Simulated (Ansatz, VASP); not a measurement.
## Two plane-wave programs on CuAu

```xyz
2
Lattice="2.8000 0.0000 0.0000 0.0000 2.8000 0.0000 0.0000 0.0000 3.6700" Properties=species:S:1:pos:R:3 pbc="T T T"
Cu    1.4000    1.4000    1.8350
Au    0.0000    0.0000    0.0000
```

Alike in both runs: task single point; functional PBE; k mesh 6 × 6 × 4; occupations gaussian, width 0.1 eV; collinear spin.

```csv
,VASP,Ansatz
version,VASP 6.6.1,Ansatz 0.2.0
potentials or method,"VASP PAW PBE potentials, release 64 (Cu, Au), cutoff 520 eV","scalar-relativistic, plane waves, PAW"
valence electrons in the cell,22,38
```

```csv
,VASP,Ansatz,Ansatz less VASP
gap on the k mesh at the Fermi level (eV),none,none,-
pressure (GPa),7.1,7.1,+0.02
"traceless stress, the component that is largest in VASP (GPa)",-2.30,-2.39,-0.085
net moment per atom (μB),0.00,0.00,0.000
```

A gap of «none» marks a metal or a gap that the smearing closes. VASP's potentials hold 22 valence electrons a cell and Ansatz's 38, so a difference there can come from the potentials and not from the codes. Ansatz's warnings: no starting moments.

The k mesh is coarse, so the values compare programs but aren't converged. Spin-orbit coupling is off throughout.
